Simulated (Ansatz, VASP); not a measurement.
**Ga in VASP and in Ansatz**

```
CELL_PARAMETERS angstrom
-1.55373 1.55373 1.55373
1.55373 -1.55373 1.55373
1.55373 1.55373 -1.55373
ATOMIC_POSITIONS crystal
Ga 0.00000 0.00000 0.00000
```

Alike in both runs: task single point; functional PBE; k mesh 18 × 18 × 18; occupations gaussian, width 0.1 eV; no spin polarisation.

|  | VASP | Ansatz |
| --- | --- | --- |
| version | VASP 6.6.1 | Ansatz 0.2.0 |
| potentials or method | VASP PAW PBE potentials, release 64 (Ga_d), cutoff 500 eV | scalar-relativistic, plane waves, PAW |
| valence electrons in the cell | 13 | 13 |

VASP gave:

- gap on the k mesh at the Fermi level (eV): none
- pressure (GPa): 21.8

Question: What did Ansatz give for the same quantities?

Answer: gap on the k mesh at the Fermi level (eV): none; pressure (GPa): 21.6.

A gap of «none» marks a metal or a gap that the smearing closes. With one functional, cell and mesh, what is left measures potentials, basis and numerics.
